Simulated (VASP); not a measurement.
# PtS2 (P-3m1) in VASP: notebook

The runs below take PtS2 through relaxation of the atoms, single point, with PBE.

Program: VASP 6.6.1. These are calculated values, not measurements. Logs are shortened: lines on timing, memory, paths and dates and some standing lists are left out, and cuts for length are marked.

### Step 1. The cell of the first run

The structure is trigonal, space group P-3m1 (No. 164). Conventional cell: a = 3.646 Å, b = 3.646 Å, c = 7.253 Å, α = 90.00°, β = 90.00°, γ = 120.00°. Within 3.3 Å of Pt (site symmetry -3m) lie 6 S at 2.51 Å. Within 3.3 Å of S (site symmetry 3m) lie 3 Pt at 2.51 Å.

### Step 2. Relaxation of the atoms, PBE (27.83 Å³/atom)

Input file INCAR:

```
SYSTEM = PtS2
ALGO = Normal ; EDIFF = 1E-7
EDIFFG = -0.01 ; ENCUT = 520
GGA = PE ; IBRION = 2
ISIF = 2 ; ISMEAR = 0
LASPH = .TRUE. ; LCHARG = .FALSE.
LREAL = .FALSE. ; LWAVE = .FALSE.
NELM = 60 ; NSW = 50
PREC = Accurate ; SIGMA = 0.05
```

Input file KPOINTS:

```
k-points
0
G
  12 12 6
  0 0 0
```

Input file POSCAR:

```
PtS2
1.0
    3.6457041849      0.0000000000      0.0000000000
   -1.8228520925      3.1572724388      0.0000000000
    0.0000000000      0.0000000000      7.2531284759
Pt S
1 2
Direct
    0.0000000000      0.0000000000      0.0000000000
    0.3333333333      0.6666666667      0.1889525212
    0.6666666667      0.3333333333      0.8110474788
```

Potentials or basis: VASP PAW PBE potentials, release 64 (Pt, S).

Started as:

```
$ cat potpaw_PBE.64/Pt/POTCAR potpaw_PBE.64/S/POTCAR > POTCAR
$ mpirun -np 1 vasp_std > vasp.out
```

OUTCAR:

```text
SYSTEM = PtS2
   EDIFF = 1E-7
   EDIFFG = -0.01
   ENCUT = 520
   GGA = PE
   IBRION = 2
   ISIF = 2
   ISMEAR = 0
   LASPH = .TRUE.
   LREAL = .FALSE.
   NELM = 60
   NSW = 50
   PREC = Accurate

 ion  position               nearest neighbor table
   1  0.000  0.000  0.000-   2 2.51   3 2.51   3 2.51   2 2.51   3 2.51   2 2.51
   2  0.333  0.667  0.189-   1 2.51   1 2.51   1 2.51
   3  0.667  0.333  0.811-   1 2.51   1 2.51   1 2.51

  LATTYP: Found a hexagonal cell.
 ALAT       =     3.6457041849
 C/A-ratio  =     1.9895000000

  Lattice vectors:

 A1 = (   3.6457041849,   0.0000000000,   0.0000000000)
 A2 = (  -1.8228520925,   3.1572724388,   0.0000000000)
 A3 = (   0.0000000000,   0.0000000000,   7.2531284759)

Analysis of symmetry for initial positions (statically):
=====================================================================
 Subroutine PRICEL returns:
 Original cell was already a primitive cell.

 Routine SETGRP: Setting up the symmetry group for a
 hexagonal supercell.

 Subroutine GETGRP returns: Found 12 space group operations
 (whereof 12 operations were pure point group operations)
 out of a pool of 24 trial point group operations.

The static configuration has the point symmetry D_3d.

Analysis of symmetry for dynamics (positions and initial velocities):
=====================================================================
 Subroutine PRICEL returns:
 Original cell was already a primitive cell.

 Routine SETGRP: Setting up the symmetry group for a
 hexagonal supercell.

 Subroutine GETGRP returns: Found 12 space group operations
 (whereof 12 operations were pure point group operations)
 out of a pool of 24 trial point group operations.

The dynamic configuration has the point symmetry D_3d.

 Subroutine INISYM returns: Found 12 space group operations
 (whereof 12 operations are pure point group operations),
 and found     1 'primitive' translations

----------------------------------------------------------------------------------------

                                     Primitive cell

  volume of cell :      83.4870

  direct lattice vectors                    reciprocal lattice vectors
     3.645704185  0.000000000  0.000000000     0.274295431  0.158364541  0.000000000
    -1.822852093  3.157272439  0.000000000     0.000000000  0.316729082  0.000000000
     0.000000000  0.000000000  7.253128476     0.000000000  0.000000000  0.137871541

  length of vectors
     3.645704185  3.645704185  7.253128476     0.316729082  0.316729082  0.137871541

  position of ions in fractional coordinates (direct lattice)
     0.000000000  0.000000000  0.000000000
     0.333333333  0.666666667  0.188952521
     0.666666667  0.333333333  0.811047479

  ion indices of the primitive-cell ions
   primitive index   ion index
                 1           1
                 2           2
                 3           3

----------------------------------------------------------------------------------------

 KPOINTS: k-points

Automatic generation of k-mesh.
 Grid dimensions read from file:
 generate k-points for:   12   12    6

 Generating k-lattice:

  Cartesian coordinates                     Fractional coordinates (reciprocal lattice)
     0.022857953  0.013197045  0.000000000     0.083333333  0.000000000  0.000000000
     0.000000000  0.026394090  0.000000000     0.000000000  0.083333333  0.000000000
     0.000000000  0.000000000  0.022978590     0.000000000  0.000000000  0.166666667

  Length of vectors
     0.026394090  0.026394090  0.022978590

  Shift w.r.t. Gamma in fractional coordinates (k-lattice)
     0.000000000  0.000000000  0.000000000

 Subroutine IBZKPT returns following result:
 ===========================================

 Found    100 irreducible k-points:

 Following reciprocal coordinates:
            Coordinates               Weight
  0.000000  0.000000  0.000000      1.000000
  0.083333  0.000000  0.000000      6.000000
  0.166667 -0.000000  0.000000      6.000000
  0.250000  0.000000  0.000000      6.000000
  0.333333  0.000000  0.000000      6.000000
  0.416667 -0.000000  0.000000      6.000000
[... 16 lines left out ...]
  0.166667 -0.000000  0.166667      6.000000
  0.000000  0.166667  0.166667      6.000000
 [... further k-points ...]
   k-points           NKPTS =    100   k-points in BZ     NKDIM =    100   number of bands    NBANDS=     15
   number of dos      NEDOS =    301   number of ions     NIONS =      3
   total plane-waves  NPLWV =  42336
   dimension x,y,z NGX =    28 NGY =   28 NGZ =   54
   dimension x,y,z NGXF=    56 NGYF=   56 NGZF=  108
   ions per type =               1   2
   NGX,Y,Z   is equivalent  to a cutoff of  12.77, 12.77, 12.38 a.u.
   NGXF,Y,Z  is equivalent  to a cutoff of  25.54, 25.54, 24.75 a.u.
 SYSTEM =  PtS2
   PREC   = accura    normal or accurate (medium, high low for compatibility)
   ISTART =      0    job   : 0-new  1-cont  2-samecut
   ICHARG =      2    charge: 1-file 2-atom 10-const
   ISPIN  =      1    spin polarized calculation?
   LNONCOLLINEAR =      F non collinear calculations
   LSORBIT =      F    spin-orbit coupling
   LASPH  =      T    aspherical Exc in radial PAW
   ENCUT  =  520.0 eV  38.22 Ry    6.18 a.u.   6.78  6.78 13.49*2*pi/ulx,y,z
   NELM   =     60;   NELMIN=  2; NELMDL= -5     # of ELM steps
   EDIFF  = 0.1E-06   stopping-criterion for ELM
   LREAL  =      F    real-space projection
   EDIFFG = -.1E-01   stopping-criterion for IOM
   NSW    =     50    number of steps for IOM
   IBRION =      2    ionic relax: 0-MD 1-quasi-New 2-CG
   NFREE  =      1    steps in history (QN), initial steepest desc. (CG)
   ISIF   =      2    stress and relaxation
   ISYM   =      2    0-nonsym 1-usesym 2-fastsym
   POTIM  = 0.5000    time-step for ionic-motion
   TEBEG  =    0.0;   TEEND  =   0.0 temperature during run
   PSTRESS=    0.0 pullay stress
   NELECT =      22.0000    total number of electrons
   NUPDOWN=      -1.0000    fix difference up-down
   EMIN   =  10.00;   EMAX   =-10.00  energy-range for DOS
   EFERMI =   0.00;   METHOD = LEGACY
   ISMEAR =     0;   SIGMA  =   0.05  broadening in eV -4-tet -1-fermi 0-gaus
   EFERMI_NEDOS =   21; number of points for ismear=-14 and -15
   IALGO  =     38    algorithm
   IMIX   =      4    mixing-type and parameters
     AMIX     =   0.40;   BMIX     =  1.00
     AMIX_MAG =   1.60;   BMIX_MAG =  1.00
  volume/ion in A,a.u.               =      27.83       187.80
  Fermi-wavevector in a.u.,A,eV,Ry     =   1.049565  1.983391 14.988004  1.101587
  Thomas-Fermi vector in A             =   2.184533
   LORBIT       =      0    0 simple, 1 ext, 2 COOP (PROOUT), +10 PAW based schemes
   GGA     = PE    functional components
   LHFCALC =     F    Hartree Fock is set to
   AEXX    =    0.0000 exact exchange contribution
   IVDW    =     0    specifies the selected vdW correction
   LEPSILON=     F    determine dielectric tensor
   LRPA    =     F    only Hartree local field effects (RPA)
 conjugate gradient relaxation of ions
 non-spin polarized calculation
 Gauss-broadening in eV      SIGMA  =   0.05
  energy-cutoff  :      520.00
  volume of cell :       83.49
 maximum number of plane-waves:      2268
   NGX = 13   NGY = 13   NGZ = 27

--------------------------------------- Ionic step        1  -------------------------------------------

 number of electron      22.0000003 magnetization

 Free energy of the ion-electron system (eV)
  ---------------------------------------------------
  ext. energy  EPLUGINS =         0.00000000
  ---------------------------------------------------
  free energy    TOTEN  =       -15.07286086 eV

  energy without entropy =      -15.07286086  energy(sigma->0) =      -15.07286086

------------------------ aborting loop because EDIFF is reached ----------------------------------------

  FORCE on cell =-STRESS in cart. coord.  units (eV):
  Direction    XX          YY          ZZ          XY          YZ          ZX
  --------------------------------------------------------------------------------------
  -------------------------------------------------------------------------------------
  Total       -4.7589142     -4.7589142     -5.1404765      0.0000000      0.0000000      0.0000000
  in kB      -91.3270853    -91.3270853    -98.6495495      0.0000000      0.0000000      0.0000000
  external PRESSURE =     -93.7679067 kB  Pullay stress =       0.0000000 kB

 VOLUME and BASIS-vectors are now :
 -----------------------------------------------------------------------------
  energy-cutoff  :      520.00
  volume of cell :       83.49
      direct lattice vectors                 reciprocal lattice vectors
     3.645704185  0.000000000  0.000000000     0.274295431  0.158364541  0.000000000
    -1.822852093  3.157272439  0.000000000     0.000000000  0.316729082  0.000000000
     0.000000000  0.000000000  7.253128476     0.000000000  0.000000000  0.137871541
[... 112 lines left out ...]
 POSITION                                       TOTAL-FORCE (eV/Angst)
 -----------------------------------------------------------------------------------
      0.00000      0.00000      0.00000        -0.000000      0.000000      0.000000
     -0.00000      2.10485      1.18489        -0.000000     -0.000000      0.026022
      1.82285      1.05242      6.06824         0.000000      0.000000     -0.026022
 -----------------------------------------------------------------------------------
    total drift:                               -0.000000     -0.000000     -0.000000

  FREE ENERGIE OF THE ION-ELECTRON SYSTEM (eV)
  ---------------------------------------------------
  free  energy   TOTEN  =       -15.4314018763 eV

  energy  without entropy=      -15.4314018763  energy(sigma->0) =      -15.43140188

--------------------------------------- Ionic step        5  -------------------------------------------

 number of electron      22.0000002 magnetization

 Free energy of the ion-electron system (eV)
  ---------------------------------------------------
  ext. energy  EPLUGINS =         0.00000000
  ---------------------------------------------------
  free energy    TOTEN  =       -15.43145179 eV

  energy without entropy =      -15.43145179  energy(sigma->0) =      -15.43145179

 E-fermi :   1.9798     XC(G=0):  -7.9986

 val. band max:        1.7644256499   @ k =   0.1667   0.1667   0.0000
 cond. band min:       3.2803764004   @ k =   0.0000   0.2500   0.3333
 fundamental gap:      1.5159507506
 Fermi energy:         1.9797701965

 k-point     1 :       0.0000    0.0000    0.0000
  band No.  band energies     occupation
      1     -12.2051      2.00000
      2      -9.9222      2.00000
      3      -3.8531      2.00000
      4      -3.8531      2.00000
      5      -3.2752      2.00000
      6      -1.1085      2.00000
      7      -1.1085      2.00000
      8       0.9460      2.00000
      9       1.2471      2.00000
     10       1.2895      2.00000
     11       1.2895      2.00000
     12       4.7797      0.00000
     13       4.7797      0.00000
     14       6.7539      0.00000
     15       7.6882      0.00000
[... 397 lines left out ...]
 k-point    24 :       0.0000    0.1667    0.1667
  band No.  band energies     occupation
      1     -11.8927      2.00000
      2     -10.0254      2.00000
      3      -3.7387      2.00000
      4      -3.6490      2.00000
      5      -3.0019      2.00000
      6      -1.6488      2.00000
      7      -1.3311      2.00000
      8      -0.0180      2.00000
      9       1.3265      2.00000
     10       1.5173      2.00000
     11       1.6594      2.00000
     12       3.6450      0.00000
     13       4.4593      0.00000
     14       7.7682      0.00000
     15       8.3534      0.00000

 [... further k-points ...]

------------------------ aborting loop because EDIFF is reached ----------------------------------------

  FORCE on cell =-STRESS in cart. coord.  units (eV):
  Direction    XX          YY          ZZ          XY          YZ          ZX
  --------------------------------------------------------------------------------------
  -------------------------------------------------------------------------------------
  Total       -1.5667064     -1.5667064     -0.0387244      0.0000000      0.0000000      0.0000000
  in kB      -30.0662560    -30.0662560     -0.7431499      0.0000000      0.0000000      0.0000000
  external PRESSURE =     -20.2918873 kB  Pullay stress =       0.0000000 kB

 VOLUME and BASIS-vectors are now :
 -----------------------------------------------------------------------------
  energy-cutoff  :      520.00
  volume of cell :       83.49
      direct lattice vectors                 reciprocal lattice vectors
     3.645704185  0.000000000  0.000000000     0.274295431  0.158364541  0.000000000
    -1.822852093  3.157272439  0.000000000     0.000000000  0.316729082  0.000000000
     0.000000000  0.000000000  7.253128476     0.000000000  0.000000000  0.137871541

 POSITION                                       TOTAL-FORCE (eV/Angst)
 -----------------------------------------------------------------------------------
      0.00000      0.00000      0.00000        -0.000000      0.000000      0.000000
     -0.00000      2.10485      1.18642         0.000000     -0.000000      0.007926
      1.82285      1.05242      6.06671        -0.000000      0.000000     -0.007926
 -----------------------------------------------------------------------------------
    total drift:                               -0.000000     -0.000000      0.000000

  FREE ENERGIE OF THE ION-ELECTRON SYSTEM (eV)
  ---------------------------------------------------
  free  energy   TOTEN  =       -15.4314517941 eV

  energy  without entropy=      -15.4314517941  energy(sigma->0) =      -15.43145179

 reached required accuracy - stopping structural energy minimisation
```

Wall time 2.9 min (1 thread of Intel Xeon 6975P-C (Granite Rapids), shared host); peak memory 0.28 GiB.

Results:

```yaml
Free_energy: -15.4315 eV
Energy_gained_by_relaxing: 119.5 meV/atom
Ionic_steps: 5
Pressure_after_relaxing: -2.0 GPa
Largest_force_after_relaxing: 0.008 eV/Å
Band_gap_on_the_k_mesh: 1.52 eV (least direct gap 1.63 eV)
```

Forces on the atoms (eV/Å):
```
Pt   0.000  0.000  0.000
S    0.000  0.000  0.008
S    0.000  0.000 -0.008
```

Stress tensor (GPa, compression positive):
```
-3.01  0.00  0.00
 0.00 -3.01  0.00
 0.00  0.00 -0.07
```

Step by step:
```
step  energy change (eV)  largest force (eV/Å)  pressure (GPa)
   1              0.0000                1.8530           -9.38
   2             -0.2597                1.0258           -6.14
   3             -0.3586                0.0165           -2.13
   4             -0.3585                0.0260           -1.96
   5             -0.3586                0.0079           -2.03
```

Final structure:
```yaml
crystal:
  lattice:
    - [3.64570, 0.00000, 0.00000]
    - [-1.82285, 3.15727, 0.00000]
    - [0.00000, 0.00000, 7.25313]
  atoms:
    - { symbol: Pt, position: [0.00000, 0.00000, 0.00000] }
    - { symbol: S, position: [0.33333, 0.66667, 0.16357] }
    - { symbol: S, position: [0.66667, 0.33333, 0.83643] }
```

Caveat: spin-orbit coupling is left out, which moves the levels of the heavy elements; this functional lacks dispersion, which binds layers or chains, so the pressure and a relaxed spacing across them are unreliable.

### Step 3. Relaxation of the atoms, PBE (20.15 Å³/atom)

This run uses another cell than the first one, of 20.15 Å³/atom.

Input file INCAR:

```
PREC = Accurate ; ENCUT = 520
EDIFF = 1E-6 ; ISMEAR = 0
SIGMA = 0.05 ; LREAL = F
LASPH = T ; NELM = 60
ALGO = Normal ; ISIF = 2
LWAVE = F ; LCHARG = F
GGA = PE ; IBRION = 2
NSW = 50 ; EDIFFG = -0.01
```

Input file KPOINTS:

```
Automatic mesh
0
Gamma
  12 12 6
```

Input file POSCAR:

```
PtS2
1.0
    3.5857101335      0.0000000000      0.0000000000
   -1.7928550667      3.1053160662      0.0000000000
    0.0000000000      0.0000000000      5.4294822841
Pt S
1 2
Direct
    0.0000000000      0.0000000000      0.0000000000
    0.3333333333      0.6666666667      0.1889525212
    0.6666666667      0.3333333333      0.8110474788
```

Potentials or basis: VASP PAW PBE potentials, release 64 (Pt, S).

Started as:

```
$ cat potpaw_PBE.64/Pt/POTCAR potpaw_PBE.64/S/POTCAR > POTCAR
$ mpirun -np 1 vasp_std > vasp.out
```

Run time: 97 s. Hardware: 1 thread of Intel Xeon Platinum 8559C (Emerald Rapids), shared host; peak memory 0.24 GiB.

Results (log left out):

```yaml
Free_energy: -15.4408 eV
Energy_gained_by_relaxing: 159.3 meV/atom
Ionic_steps: 5
Pressure_after_relaxing: 0.4 GPa
Largest_force_after_relaxing: 0.009 eV/Å
Band_gap_on_the_k_mesh: 0.91 eV (least direct gap 1.13 eV)
```

Forces in eV/Å, atoms in the order of the input:
```
Pt   0.000  0.000  0.000
S    0.000  0.000 -0.009
S    0.000  0.000  0.009
```

Stress tensor (GPa, compression positive):
```
0.15 0.00 0.00
0.00 0.15 0.00
0.00 0.00 0.84
```

Step by step:
```csv
step,energy change (eV),largest force (eV/Å),pressure (GPa)
1,0.0000,2.5994,15.30
2,-0.4263,0.8241,4.93
3,-0.4779,0.0194,0.54
4,-0.4778,0.0273,0.25
5,-0.4779,0.0094,0.38
```

Final structure:
```cif
data_structure
_symmetry_space_group_name_H-M 'P 1'
_symmetry_Int_Tables_number 1
_cell_length_a 3.5857
_cell_length_b 3.5857
_cell_length_c 5.4295
_cell_angle_alpha 90.000
_cell_angle_beta 90.000
_cell_angle_gamma 120.000
_cell_volume 60.46
loop_
_atom_site_label
_atom_site_type_symbol
_atom_site_fract_x
_atom_site_fract_y
_atom_site_fract_z
_atom_site_occupancy
Pt1 Pt 0.00000 0.00000 0.00000 1
S1 S 0.33333 0.66667 0.22388 1
S2 S 0.66667 0.33333 0.77612 1
```

Levels at points of the mesh, in eV from the valence-band top:
```csv
k point,band 9,band 10,band 11,band 12,band 13,band 14
"(0.00, 0.00, 0.00)",-0.85,-0.85,-0.15,2.46,2.46,5.22
"(0.50, 0.00, 0.00)",-2.68,-2.53,-2.16,1.88,2.62,5.40
"(0.00, 0.00, 0.50)",-0.97,-0.96,-0.96,2.74,2.74,5.65
"(0.50, 0.00, 0.50)",-2.55,-2.37,-1.37,2.15,2.31,5.10
```

Caveat: spin-orbit coupling is left out, which moves the levels of the heavy elements; this functional lacks dispersion, which binds layers or chains, so the pressure and a relaxed spacing across them are unreliable. A k mesh can miss the band edges.

(Part 1 of 2 ends here.)
